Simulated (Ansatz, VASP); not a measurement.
# Rh: VASP beside Ansatz

File INCAR:

```
SYSTEM = Rh
PREC = Accurate
ENCUT = 520
EDIFF = 1E-6
ISMEAR = 0
SIGMA = 0.15
LREAL = .False.
LASPH = .True.
NELM = 60
ALGO = Fast
ISIF = 2
LWAVE = .False.
LCHARG = .True.
GGA = PE
LELF = .True.
LVHAR = .True.
NBANDS = 22
```

File KPOINTS:

```
Automatic mesh
0
Gamma
  21 21 12
  0 0 0
```

Contents of POSCAR:

```
Rh
1.0
    2.6704287402      0.0000000000      0.0000000000
   -1.3352143701      2.3126591280      0.0000000000
    0.0000000000      0.0000000000      4.4289060657
Rh
2
Direct
    0.6666666667      0.3333333333      0.7500000000
    0.3333333333      0.6666666667      0.2500000000
```

Input for Ansatz:

```yaml
crystal:
  lattice:
    - [2.6704287402, 0.0, 0.0]
    - [-1.3352143701, 2.312659128, 0.0]
    - [0.0, 0.0, 4.4289060657]
  atoms:
    - { symbol: Rh, position: [0.6666666667, 0.3333333333, 0.75] }
    - { symbol: Rh, position: [0.3333333333, 0.6666666667, 0.25] }
basis:
  ecutwfc: 420
kpoints:
  mp_grid: { grid: [21, 21, 12] }
hamiltonian:
  xc: pbe
  pseudopotentials: { kind: paw, azcp: { folder: soft_1 } }
scf:
  occupations: { method: gaussian, width: 0.15 }
output:
  forces: true
  stress: true
  eigenvalues: true
```

Alike in both runs: task single point; functional PBE; k mesh 21 × 21 × 12; occupations gaussian, width 0.15 eV; no spin polarisation.

```csv
,VASP,Ansatz
version,VASP 6.6.1,Ansatz 0.2.0
potentials or method,"VASP PAW PBE potentials, release 64 (Rh_pv), cutoff 520 eV","scalar-relativistic, plane waves, PAW"
valence electrons in the cell,30,34
```

|  | VASP | Ansatz | Ansatz less VASP |
| --- | --- | --- | --- |
| gap on the k mesh at the Fermi level (eV) | none | none | - |
| pressure (GPa) | 8.7 | 8.6 | -0.10 |
| traceless stress, the component that is largest in VASP (GPa) | -5.24 | -5.24 | +0.002 |

A gap of «none» marks a metal or a gap that the smearing closes. The functional is the same, so the differences come from potentials, cutoffs and numerics. VASP's potentials hold 30 valence electrons a cell and Ansatz's 34, so a difference there can come from the potentials and not from the codes.
